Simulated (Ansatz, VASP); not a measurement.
# AlN: VASP beside Ansatz

```
CELL_PARAMETERS angstrom
0.00000 2.04775 2.04775
2.04775 0.00000 2.04775
2.04775 2.04775 0.00000
ATOMIC_POSITIONS crystal
Al 0.00000 0.00000 0.00000
N 0.50000 0.50000 0.50000
```

Alike in both runs: functional RPBE; k mesh 8 × 8 × 8; no spin polarisation.

Ansatz relaxed the structure, and its values are those at the end. VASP's run is a single point on that final structure, the one shown.

```csv
,VASP,Ansatz
version,VASP 6.6.1,Ansatz 0.2.0
potentials or method,"VASP PAW PBE potentials, release 64 (Al, N)","plane waves, PAW"
plane-wave cutoff (eV),520,420
occupations,"gaussian, width 0.01 eV",fixed
valence electrons in the cell,8,8
```

Ansatz gave:

```
pressure (GPa) : 0.0
```

**Question.** What did VASP give for the same quantities?

**Answer.** Pressure (GPa): -0.7.

VASP's potentials were made for PBE, not for RPBE.
